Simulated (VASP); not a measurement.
Crystal: Ta2AlN3.

```
CELL_PARAMETERS angstrom
5.48333 0.00000 0.00000
-2.74167 4.74871 0.00000
0.00000 0.00000 3.07198
ATOMIC_POSITIONS crystal
Ta 0.33333 0.66667 0.50000
Ta 0.00000 0.00000 0.00000
Al 0.66667 0.33333 0.50000
N 0.39285 0.00000 0.00000
N 0.60715 0.60715 0.00000
N 0.00000 0.39285 0.00000
```

```yaml
Program: VASP 6.6.1
Task: relaxation of cell and atoms
Functional: PBE
Potentials_or_basis: VASP PAW PBE potentials, release 64 (Ta_pv, Al, N)
Cutoff: 600 eV
k_mesh: 6 × 6 × 6
Occupations: gaussian, width 0.1 eV
Spin: no spin polarisation
```

At the start: pressure -33.6 GPa; volume 13.33 Å³/atom.

Question: Where does the relaxation end?

Answer: Over 10 steps the energy falls by 285.9 meV/atom and the volume is 11.00 Å³/atom (-17.5 %); space group P-6 (No. 174, to 0.1 Å) before and after.

Step by step:
| step | energy change (eV) | largest force (eV/Å) | pressure (GPa) | volume (Å³) |
| --- | --- | --- | --- | --- |
| 1 | 0.0000 | 0.9010 | -33.58 | 79.99 |
| 2 | 2.9704 | 5.0669 | 118.88 | 51.80 |
| 3 | -1.6522 | 0.6080 | -3.71 | 67.65 |
| 4 | -1.6610 | 0.7063 | -1.28 | 67.04 |
| 5 | -1.6618 | 0.7478 | -0.36 | 66.79 |
| 6 | -1.7107 | 0.1861 | -0.18 | 66.26 |
| 7 | -1.7114 | 0.1211 | -0.13 | 66.18 |
| 8 | -1.7148 | 0.0788 | -0.07 | 66.06 |
| 9 | -1.7148 | 0.0749 | -0.08 | 66.07 |
| 10 | -1.7152 | 0.0058 | 0.11 | 66.02 |

Final structure:
```xyz
6
Lattice="5.1760 0.0000 0.0000 -2.5880 4.4826 0.0000 0.0000 0.0000 2.8453" Properties=species:S:1:pos:R:3 pbc="T T T"
Ta    0.0000    2.9884    1.4227
Ta    0.0000    0.0000    2.8453
Al    2.5880    1.4942    1.4227
N     2.0467    0.0265    0.0000
N     1.5876    2.6968    0.0000
N     4.1297    1.7593    0.0000
```

Caveat: the volume moved by over 15 % at a fixed basis, so the end points are rough.
